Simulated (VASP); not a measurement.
The system is GaAs.

```
Ga As
1.0
     0.00000    2.83309    2.83309
     2.83309    0.00000    2.83309
     2.83309    2.83309    0.00000
Ga As
1 1
Direct
  0.00000 0.00000 0.00000
  0.25000 0.25000 0.25000
```

Base run:

| Item | Value |
| --- | --- |
| Program | VASP 6.6.1 |
| Functional | PBE |
| Potentials or basis | VASP PAW PBE potentials, release 64 (Ga_d, As) |
| Cutoff | 520 eV |
| k mesh | 8 × 8 × 8 |
| Occupations | fermi-dirac, width 0.02 eV |
| Spin | no spin polarisation |

Its results: band gap on the k mesh 0.47 eV, direct; pressure 2.9 GPa.

The run is repeated on the same cell with these changes: functional from PBE to r2SCAN; occupations from fermi-dirac, width 0.02 eV to gaussian, width 0.01 eV. What comes out?

Band gap on the k mesh 0.94 eV, direct; pressure 0.1 GPa.

Caveats: the PAW data sets were made with another functional, which shifts forces and pressure a little (some runs).

A k mesh can miss the band edges.
